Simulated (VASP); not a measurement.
The system is TaN.

```
CELL_PARAMETERS angstrom
0.00000 2.19188 2.19188
2.19188 0.00000 2.19188
2.19188 2.19188 0.00000
ATOMIC_POSITIONS crystal
Ta 0.49566 0.50434 0.50434
N 0.05612 0.94388 0.94388
```

Base run:

```yaml
Program: VASP 6.6.1
Functional: LDA
Potentials_or_basis: VASP PAW LDA potentials, release 64 (Ta_sv_GW, N)
Cutoff: 600 eV
k_mesh: 18 × 18 × 18
Occupations: gaussian, width 0.15 eV
Spin: no spin polarisation
```

Its results: band gap on the k mesh zero (band 9 reaches 15.13 eV, above the bottom of band 10 at 12.13 eV); pressure 5.2 GPa; largest force 3.112 eV/Å.

**Question.** The run is repeated on the same cell with these changes: potentials or basis from VASP PAW LDA potentials, release 64 (Ta_sv_GW, N) to VASP PAW LDA potentials, release 64 (Ta_pv, N); cutoff from 600 eV to 520 eV; further incar settings from ALGO = Normal; EDIFF = 1e-06; NBANDS = 16 to ALGO = Normal; EDIFF = 1e-06; NBANDS = 15; valence electrons from 18 to 16. What comes out?

**Answer.** Band gap on the k mesh zero (band 8 reaches 11.00 eV, above the bottom of band 9 at 8.00 eV); pressure 6.0 GPa; largest force 3.119 eV/Å.

Caveats: spin-orbit coupling is left out, which moves the levels of the heavy elements; forces of over 1 eV/Å act on the atoms, so gaps and moduli don't describe the material at rest.
